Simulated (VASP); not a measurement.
CdS (Hawleyite): dielectric tensor with LDA

Crystal: CdS (Hawleyite).

```
CELL_PARAMETERS angstrom
0.00000 2.91650 2.91650
2.91650 0.00000 2.91650
2.91650 2.91650 0.00000
ATOMIC_POSITIONS crystal
Cd 0.00000 0.00000 0.00000
S 0.75000 0.75000 0.75000
```

```yaml
Program: VASP 6.6.1
Task: dielectric tensor
Functional: LDA
Potentials_or_basis: VASP PAW LDA potentials, release 64 (Cd, S)
Cutoff: 520 eV
k_mesh: 8 × 8 × 8
Occupations: gaussian, width 0.01 eV
Spin: no spin polarisation
Dipole_correction: no
Further_INCAR_settings: ALGO = Normal; EDIFF = 1e-08
```

The band gap on the k mesh is 0.89 eV, direct, the electronic dielectric tensor (diagonal) is 7.55 and the born charges (mean of the diagonal) is Cd +2.22; S -2.22 e.

Levels at points of the mesh, in eV from the valence-band top:
```tsv
k point	band 6	band 7	band 8	band 9	band 10	band 11	band 12	band 13
(0.00, 0.00, 0.00)	-7.29	0.00	0.00	0.00	0.89	6.36	6.36	6.36
(0.50, 0.00, 0.00)	-6.91	-4.52	-0.77	-0.77	2.78	6.84	6.84	7.23
(0.50, 0.50, 0.00)	-6.84	-4.06	-1.92	-1.92	3.31	4.17	8.96	10.55
```

Electronic dielectric tensor:
```
7.55 0.00 0.00
0.00 7.55 0.00
0.00 0.00 7.55
```

Born effective charge tensors (e):
atom 1, Cd
```
2.22 0.00 0.00
0.00 2.22 0.00
0.00 0.00 2.22
```
atom 2, S
```
-2.22  0.00  0.00
 0.00 -2.22  0.00
 0.00  0.00 -2.22
```

Wall time 87 s on 1 thread of Intel(R) Xeon(R) 6975P-C (Granite Rapids) (shared host), peak memory 0.29 GiB.

As with any semilocal functional, this LDA gap is likely too small.
